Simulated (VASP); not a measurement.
# Pt3Pb (Pm-3m) in VASP: further runs

The runs below take Pt3Pb through electric field gradients, with LDA.

Everything below comes from runs of VASP 6.6.1. Logs are shortened: lines on timing, memory, paths and dates and some standing lists are left out, and cuts for length are marked.

## (1) The cell of the first run

The structure is cubic, space group Pm-3m (No. 221). The conventional cell has a = 4.003 Å, b = 4.003 Å, c = 4.003 Å, α = 90.00°, β = 90.00°, γ = 90.00°. Within 3.7 Å of Pt (site symmetry 4/mmm) lie 8 Pt at 2.83 Å and 4 Pb at 2.83 Å. Within 3.7 Å of Pb (site symmetry m-3m) lie 12 Pt at 2.83 Å.

## (2) Electric field gradients, LDA (volume scaled by 0.96)

File INCAR:

```
SYSTEM = Pt3Pb
PREC     = Accurate       ! precision mode
ENCUT    = 520            ! plane-wave cutoff, eV
EDIFF    = 1E-8           ! SCF threshold, eV
ISMEAR   = -1             ! smearing method
SIGMA    = 0.03           ! smearing width, eV
LREAL    = .FALSE.        ! projectors in reciprocal space
LASPH    = .TRUE.         ! aspherical terms in the spheres
NELM     = 60             ! most SCF steps
ALGO     = Normal         ! electronic algorithm
ISIF     = 2              ! what is computed and relaxed
LWAVE    = .FALSE.        ! write WAVECAR
LCHARG   = .FALSE.        ! write CHGCAR
GGA      = CA             ! functional
LEFG     = .TRUE.       
NBANDS   = 30             ! bands
```

File KPOINTS:

```
Automatic mesh
0
G
  9 9 9
  0 0 0
```

File POSCAR:

```
Pt3Pb
1.0
    4.0031554390      0.0000000000      0.0000000000
    0.0000000000      4.0031554390      0.0000000000
    0.0000000000      0.0000000000      4.0031554390
Pt Pb
3 1
Direct
    0.0000000000      0.5000000000      0.5000000000
    0.5000000000      0.0000000000      0.5000000000
    0.5000000000      0.5000000000      0.0000000000
    0.0000000000      0.0000000000      0.0000000000
```

Potentials or basis: VASP PAW LDA potentials, release 64 (Pt, Pb_d).

Command:

```
$ cat potpaw_LDA.64/Pt/POTCAR potpaw_LDA.64/Pb_d/POTCAR > POTCAR
$ mpirun -np 1 vasp_std > vasp.out
```

OUTCAR:

```text
SYSTEM = Pt3Pb
   PREC = Accurate
   ENCUT = 520
   EDIFF = 1E-8
   ISMEAR = -1
   LREAL = .FALSE.
   LASPH = .TRUE.
   NELM = 60
   ISIF = 2
   GGA = CA

 ion  position               nearest neighbor table
   1  0.000  0.500  0.500-   2 2.83   3 2.83   4 2.83   3 2.83   4 2.83   2 2.83   4 2.83   4 2.83
                             2 2.83   3 2.83   3 2.83   2 2.83
   2  0.500  0.000  0.500-   1 2.83   3 2.83   4 2.83   3 2.83   4 2.83   1 2.83   3 2.83   3 2.83
                             1 2.83   4 2.83   4 2.83   1 2.83
   3  0.500  0.500  0.000-   1 2.83   2 2.83   4 2.83   1 2.83   2 2.83   2 2.83   4 2.83   2 2.83
                             1 2.83   4 2.83   1 2.83   4 2.83
   4  0.000  0.000  0.000-   1 2.83   2 2.83   3 2.83   1 2.83   2 2.83   1 2.83   3 2.83   1 2.83
                             2 2.83   3 2.83   2 2.83   3 2.83

  LATTYP: Found a simple cubic cell.
 ALAT       =     4.0031554390

  Lattice vectors:

 A1 = (   4.0031554390,   0.0000000000,   0.0000000000)
 A2 = (   0.0000000000,   4.0031554390,   0.0000000000)
 A3 = (   0.0000000000,   0.0000000000,   4.0031554390)

Analysis of symmetry for initial positions (statically):
=====================================================================
 Subroutine PRICEL returns:
 Original cell was already a primitive cell.

 Routine SETGRP: Setting up the symmetry group for a
 simple cubic supercell.

 Subroutine GETGRP returns: Found 48 space group operations
 (whereof 48 operations were pure point group operations)
 out of a pool of 48 trial point group operations.

The static configuration has the point symmetry O_h .

Analysis of symmetry for dynamics (positions and initial velocities):
=====================================================================
 Subroutine PRICEL returns:
 Original cell was already a primitive cell.

 Routine SETGRP: Setting up the symmetry group for a
 simple cubic supercell.

 Subroutine GETGRP returns: Found 48 space group operations
 (whereof 48 operations were pure point group operations)
 out of a pool of 48 trial point group operations.

The dynamic configuration has the point symmetry O_h .

 Subroutine INISYM returns: Found 48 space group operations
 (whereof 48 operations are pure point group operations),
 and found     1 'primitive' translations

----------------------------------------------------------------------------------------

                                     Primitive cell

  volume of cell :      64.1516

  direct lattice vectors                    reciprocal lattice vectors
     4.003155439  0.000000000  0.000000000     0.249802941  0.000000000  0.000000000
     0.000000000  4.003155439  0.000000000     0.000000000  0.249802941  0.000000000
     0.000000000  0.000000000  4.003155439     0.000000000  0.000000000  0.249802941

  length of vectors
     4.003155439  4.003155439  4.003155439     0.249802941  0.249802941  0.249802941

  position of ions in fractional coordinates (direct lattice)
     0.000000000  0.500000000  0.500000000
     0.500000000  0.000000000  0.500000000
     0.500000000  0.500000000  0.000000000
     0.000000000  0.000000000  0.000000000

  ion indices of the primitive-cell ions
   primitive index   ion index
                 1           1
                 2           2
                 3           3
                 4           4

----------------------------------------------------------------------------------------

 KPOINTS: Automatic mesh

Automatic generation of k-mesh.
 Grid dimensions read from file:
 generate k-points for:    9    9    9

 Generating k-lattice:

  Cartesian coordinates                     Fractional coordinates (reciprocal lattice)
     0.027755882  0.000000000  0.000000000     0.111111111  0.000000000  0.000000000
     0.000000000  0.027755882  0.000000000     0.000000000  0.111111111  0.000000000
     0.000000000  0.000000000  0.027755882     0.000000000  0.000000000  0.111111111

  Length of vectors
     0.027755882  0.027755882  0.027755882

  Shift w.r.t. Gamma in fractional coordinates (k-lattice)
     0.000000000  0.000000000  0.000000000

 Subroutine IBZKPT returns following result:
 ===========================================

 Found     35 irreducible k-points:

 Following reciprocal coordinates:
            Coordinates               Weight
  0.000000  0.000000  0.000000      1.000000
  0.111111  0.000000  0.000000      6.000000
  0.222222  0.000000  0.000000      6.000000
  0.333333  0.000000  0.000000      6.000000
  0.444444  0.000000  0.000000      6.000000
  0.111111  0.111111  0.000000     12.000000
[... 16 lines left out ...]
  0.333333  0.333333  0.111111     24.000000
  0.444444  0.333333  0.111111     48.000000
 [... further k-points ...]
   k-points           NKPTS =     35   k-points in BZ     NKDIM =     35   number of bands    NBANDS=     30
   number of dos      NEDOS =    301   number of ions     NIONS =      4
   total plane-waves  NPLWV =  27000
   dimension x,y,z NGX =    30 NGY =   30 NGZ =   30
   dimension x,y,z NGXF=    60 NGYF=   60 NGZF=   60
   ions per type =               3   1
   NGX,Y,Z   is equivalent  to a cutoff of  12.46, 12.46, 12.46 a.u.
   NGXF,Y,Z  is equivalent  to a cutoff of  24.92, 24.92, 24.92 a.u.
 SYSTEM =  Pt3Pb
   PREC   = accura    normal or accurate (medium, high low for compatibility)
   ISTART =      0    job   : 0-new  1-cont  2-samecut
   ICHARG =      2    charge: 1-file 2-atom 10-const
   ISPIN  =      1    spin polarized calculation?
   LNONCOLLINEAR =      F non collinear calculations
   LSORBIT =      F    spin-orbit coupling
   LASPH  =      T    aspherical Exc in radial PAW
   ENCUT  =  520.0 eV  38.22 Ry    6.18 a.u.   7.44  7.44  7.44*2*pi/ulx,y,z
   NELM   =     60;   NELMIN=  2; NELMDL= -5     # of ELM steps
   EDIFF  = 0.1E-07   stopping-criterion for ELM
   LREAL  =      F    real-space projection
   EDIFFG = 0.1E-06   stopping-criterion for IOM
   NSW    =      0    number of steps for IOM
   IBRION =     -1    ionic relax: 0-MD 1-quasi-New 2-CG
   NFREE  =      0    steps in history (QN), initial steepest desc. (CG)
   ISIF   =      2    stress and relaxation
   ISYM   =      2    0-nonsym 1-usesym 2-fastsym
   POTIM  = 0.5000    time-step for ionic-motion
   TEBEG  =    0.0;   TEEND  =   0.0 temperature during run
   PSTRESS=    0.0 pullay stress
   NELECT =      44.0000    total number of electrons
   NUPDOWN=      -1.0000    fix difference up-down
   EMIN   =  10.00;   EMAX   =-10.00  energy-range for DOS
   EFERMI =   0.00;   METHOD = LEGACY
   ISMEAR =    -1;   SIGMA  =   0.03  broadening in eV -4-tet -1-fermi 0-gaus
   EFERMI_NEDOS =   21; number of points for ismear=-14 and -15
   IALGO  =     38    algorithm
   IMIX   =      4    mixing-type and parameters
     AMIX     =   0.40;   BMIX     =  1.00
     AMIX_MAG =   1.60;   BMIX_MAG =  1.00
  volume/ion in A,a.u.               =      16.04       108.23
  Fermi-wavevector in a.u.,A,eV,Ry     =   1.443743  2.728279 28.359906  2.084394
  Thomas-Fermi vector in A             =   2.562116
   LORBIT       =      0    0 simple, 1 ext, 2 COOP (PROOUT), +10 PAW based schemes
   GGA     = CA    functional components
   LHFCALC =     F    Hartree Fock is set to
   AEXX    =    0.0000 exact exchange contribution
   IVDW    =     0    specifies the selected vdW correction
   LEPSILON=     F    determine dielectric tensor
   LRPA    =     F    only Hartree local field effects (RPA)
 non-spin polarized calculation
  energy-cutoff  :      520.00
  volume of cell :       64.15
 maximum number of plane-waves:      1755
 NGX is ok and might be reduce to    30
   NGX = 15   NGY = 15   NGZ = 15

 number of electron      44.0000016 magnetization

 Free energy of the ion-electron system (eV)
  ---------------------------------------------------
  ext. energy  EPLUGINS =         0.00000000
  ---------------------------------------------------
  free energy    TOTEN  =       -27.08904543 eV

  energy without entropy =      -27.08650833  energy(sigma->0) =      -27.08777688

 E-fermi :  11.9863     XC(G=0): -13.4513

 val. band max:       11.9162340111   @ k =   0.1111   0.1111   0.0000
 cond. band min:      11.9992721166   @ k =   0.4444   0.4444   0.3333
 fundamental gap:      0.0830381055
 Fermi energy:        11.9862944943

 k-point     1 :       0.0000    0.0000    0.0000
  band No.  band energies     occupation
      1      -5.5435      2.00000
      2      -5.5435      2.00000
      3      -5.4789      2.00000
      4      -5.4789      2.00000
      5      -5.4789      2.00000
      6      -0.9425      2.00000
[... 22 lines left out ...]
     29      19.8718      0.00000
     30      19.8718      0.00000

 k-point     2 :       0.1111    0.0000    0.0000
  band No.  band energies     occupation
      1      -5.5366      2.00000
      2      -5.5270      2.00000
      3      -5.4774      2.00000
      4      -5.4726      2.00000
      5      -5.4726      2.00000
      6      -0.8069      2.00000
[... 22 lines left out ...]
     29      19.9675      0.00000
     30      20.5776      0.00000

 k-point     3 :       0.2222    0.0000    0.0000
  band No.  band energies     occupation
      1      -5.5190      2.00000
      2      -5.4855      2.00000
      3      -5.4736      2.00000
      4      -5.4564      2.00000
      5      -5.4564      2.00000
      6      -0.4115      2.00000
[... 22 lines left out ...]
     29      19.7524      0.00000
     30      20.6462      0.00000

 k-point     4 :       0.3333    0.0000    0.0000
  band No.  band energies     occupation
      1      -5.4990      2.00000
      2      -5.4693      2.00000
      3      -5.4381      2.00000
      4      -5.4379      2.00000
      5      -5.4379      2.00000
      6       0.1909      2.00000
[... 616 lines left out ...]
     29      21.4172      0.00000
     30      22.0326      0.00000

 k-point    23 :       0.3333    0.3333    0.1111
  band No.  band energies     occupation
      1      -5.4889      2.00000
      2      -5.4485      2.00000
      3      -5.4469      2.00000
      4      -5.4290      2.00000
      5      -5.3665      2.00000
      6       1.0910      2.00000
[... 22 lines left out ...]
     29      22.1678      0.00000
     30      22.3214      0.00000

 k-point    24 :       0.4444    0.3333    0.1111
  band No.  band energies     occupation
      1      -5.4971      2.00000
      2      -5.4465      2.00000
      3      -5.4388      2.00000
      4      -5.4282      2.00000
      5      -5.3436      2.00000
      6       1.4204      2.00000
[... 22 lines left out ...]
     29      21.3939      0.00000
     30      22.0126      0.00000

 [... further k-points ...]
[... 5 lines left out ...]
  --------------------------------------------------------------------------------------
  -------------------------------------------------------------------------------------
  Total        2.9093436      2.9093436      2.9093436     -0.0000000     -0.0000000      0.0000000
  in kB       72.6604755     72.6604755     72.6604755     -0.0000000     -0.0000000      0.0000000
  external PRESSURE =      72.6604755 kB  Pullay stress =       0.0000000 kB

 VOLUME and BASIS-vectors are now :
 -----------------------------------------------------------------------------
  energy-cutoff  :      520.00
  volume of cell :       64.15
      direct lattice vectors                 reciprocal lattice vectors
     4.003155439  0.000000000  0.000000000     0.249802941  0.000000000  0.000000000
     0.000000000  4.003155439  0.000000000     0.000000000  0.249802941  0.000000000
     0.000000000  0.000000000  4.003155439     0.000000000  0.000000000  0.249802941

 POSITION                                       TOTAL-FORCE (eV/Angst)
 -----------------------------------------------------------------------------------
      0.00000      2.00158      2.00158         0.000000      0.000000      0.000000
      2.00158      0.00000      2.00158         0.000000      0.000000      0.000000
      2.00158      2.00158      0.00000         0.000000      0.000000      0.000000
      0.00000      0.00000      0.00000         0.000000      0.000000      0.000000
 -----------------------------------------------------------------------------------
    total drift:                                0.000000      0.000000     -0.000000

  FREE ENERGIE OF THE ION-ELECTRON SYSTEM (eV)
  ---------------------------------------------------
  free  energy   TOTEN  =       -27.0890454311 eV

  energy  without entropy=      -27.0865083262  energy(sigma->0) =      -27.08777688

 Electric field gradients (V/A^2)
---------------------------------------------------------------------
 ion       V_xx      V_yy      V_zz      V_xy      V_xz      V_yz
---------------------------------------------------------------------
   1    -157.683    78.841    78.841    -0.000    -0.000     0.000
   2      78.841  -157.683    78.841     0.000     0.000     0.000
   3      78.841    78.841  -157.683     0.000     0.000     0.000
   4       0.000     0.000     0.000    -0.000     0.000     0.000
---------------------------------------------------------------------

 Electric field gradients after diagonalization (V/A^2)
 (convention: |V_zz| > |V_xx| > |V_yy|)
----------------------------------------------------------------------
 ion       V_xx      V_yy      V_zz     asymmetry (V_yy - V_xx)/ V_zz
----------------------------------------------------------------------
   1      78.841    78.841  -157.683       0.000
   2      78.841    78.841  -157.683       0.000
   3      78.841    78.841  -157.683       0.000
   4       0.000     0.000     0.000      -0.033
----------------------------------------------------------------------

           NMR quadrupolar parameters

 Cq : quadrupolar parameter    Cq=e*Q*V_zz/h
 eta: asymmetry parameters     (V_yy - V_xx)/ V_zz
 Q  : nuclear electric quadrupole moment in mb (millibarn)
----------------------------------------------------------------------
 ion       Cq(MHz)       eta       Q (mb)
----------------------------------------------------------------------
   1      -0.381       0.000       1.000
   2      -0.381       0.000       1.000
   3      -0.381       0.000       1.000
   4       0.000      -0.033       1.000
----------------------------------------------------------------------
```

It took 56 s on 1 thread of Intel Xeon Platinum 8375C at 2.90GHz (Ice Lake), shared host; peak memory 0.18 GiB.

Results:

| Item | Value |
| --- | --- |
| Free energy | -27.0890 eV |
| Pressure | 7.3 GPa |
| Band gap on the k mesh | zero (band 22 reaches 12.09 eV, above the bottom of band 23 at 11.68 eV) |

Levels at points of the mesh, in eV from the Fermi level:
```tsv
k point	band 18	band 19	band 20	band 21	band 22	band 23	band 24	band 25	band 26	band 27
(0.00, 0.00, 0.00)	-1.19	-1.19	-1.19	-0.45	0.10	0.10	0.10	1.83	6.44	6.44
```

Electric field gradients, principal values (V/Å²):
```tsv
atom	least	middle	greatest (by size)
1 Pt	78.841	78.841	-157.683
2 Pt	78.841	78.841	-157.683
3 Pt	78.841	78.841	-157.683
4 Pb	0.000	0.000	0.000
```

Caveat: without QUAD_EFG the Cq values of the log hold for a quadrupole moment of 1 mb, not for the nuclei; spin-orbit coupling is left out, which moves the levels of the heavy elements.

[end of part 1 of 2]
